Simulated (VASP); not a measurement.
The system is SnO2.

```
Sn O
1.0
     4.73800    0.00000    0.00000
     0.00000    4.73800    0.00000
     0.00000    0.00000    3.18650
Sn O
2 4
Direct
  0.50000 0.50000 0.50000
  0.00000 0.00000 0.00000
  0.80710 0.19290 0.50000
  0.69290 0.69290 0.00000
  0.19290 0.80710 0.50000
  0.30710 0.30710 0.00000
```

Base run:

```yaml
Program: VASP 6.6.1
Functional: b88 exchange, pbe correlation
Potentials_or_basis: VASP PAW PBE potentials, release 64 (Sn_d, O)
Cutoff: 600 eV
k_mesh: 6 × 6 × 8
Occupations: fermi-dirac, width 0.05 eV
Spin: no spin polarisation
```

Its results: band gap on the k mesh 1.27 eV; pressure 11.1 GPa; largest force 0.289 eV/Å.

Q: The run is repeated on the same cell with these changes: functional from b88 exchange, pbe correlation to BLYP; cutoff from 600 eV to 520 eV; further incar settings from ALGO = Normal; EDIFF = 1e-06; NBANDS = 35 to ALGO = Normal; EDIFF = 1e-07; NBANDS = 35. What comes out?

A: Band gap on the k mesh 1.36 eV; pressure 17.9 GPa; largest force 0.376 eV/Å.

Caveats: the cell stands under pressure; the PAW data sets were made with another functional, which shifts forces and pressure a little; spin-orbit coupling is left out, which moves the levels of the heavy elements.

